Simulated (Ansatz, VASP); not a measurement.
## SiB2 in VASP and in Ansatz

```
Si B
1.0
     4.67650   -2.70000    0.00000
     4.67650    2.70000    0.00000
    -3.11547    0.00000    4.60153
Si B
4 8
Direct
  0.65350 0.01010 0.67360
  0.34650 0.98990 0.32640
  0.98990 0.34650 0.32640
  0.01010 0.65350 0.67360
  0.22120 0.22120 0.07290
  0.77890 0.36950 0.92710
  0.36950 0.77890 0.92710
  0.77880 0.77880 0.92710
  0.22110 0.63050 0.07290
  0.63050 0.22110 0.07290
  0.01010 0.01010 0.67360
  0.98990 0.98990 0.32640
```

Alike in both runs: task relaxation of cell and atoms; functional PBE; k mesh 4 × 4 × 4; occupations gaussian, width 0.2 eV; no spin polarisation.

|  | VASP | Ansatz |
| --- | --- | --- |
| version | VASP 6.6.1 | Ansatz 0.2.0 |
| potentials or method | VASP PAW PBE potentials, release 64 (Si, B), cutoff 600 eV | scalar-relativistic, plane waves, PAW |
| valence electrons in the cell | 40 | 40 |

```tsv
	VASP	Ansatz	Ansatz less VASP
gap on the k mesh at the Fermi level, each at its own relaxed structure (eV)	none	none	-
relaxed volume (Å³/atom)	9.89	9.91	+0.025
relaxed length of the cell vector where the two differ most in proportion (Å)	5.598	5.621	+0.0236
```

A gap of «none» marks a metal or a gap that the smearing closes.
